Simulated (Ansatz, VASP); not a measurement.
# Sb in VASP and in Ansatz

```xyz
1
Lattice="-1.8977 1.8977 1.8977 1.8977 -1.8977 1.8977 1.8977 1.8977 -1.8977" Properties=species:S:1:pos:R:3 pbc="T T T"
Sb    0.0000    0.0000    0.0000
```

Alike in both runs: task relaxation of cell and atoms; functional PBE; k mesh 16 × 16 × 16; occupations gaussian, width 0.1 eV; no spin polarisation.

```csv
,VASP,Ansatz
version,VASP 6.6.1,Ansatz 0.2.0
potentials or method,"VASP PAW PBE potentials, release 64 (Sb), cutoff 600 eV","scalar-relativistic, plane waves, PAW"
valence electrons in the cell,5,15
```

Ansatz gave:

| Item | Value |
| --- | --- |
| gap on the k mesh at the Fermi level, each at its own relaxed structure (eV) | none |
| relaxed volume (Å³/atom) | 27.25 |
| relaxed length of the cell vector where the two differ most in proportion (Å) | 3.284 |

Task: Estimate VASP's values.

Result: gap on the k mesh at the Fermi level, each at its own relaxed structure (eV): none; relaxed volume (Å³/atom): 27.20; relaxed length of the cell vector where the two differ most in proportion (Å): 3.282.

A gap of «none» marks a metal or a gap that the smearing closes. VASP's potentials hold 5 valence electrons a cell and Ansatz's 15, so a difference there can come from the potentials and not from the codes.

Spin-orbit coupling is off throughout.
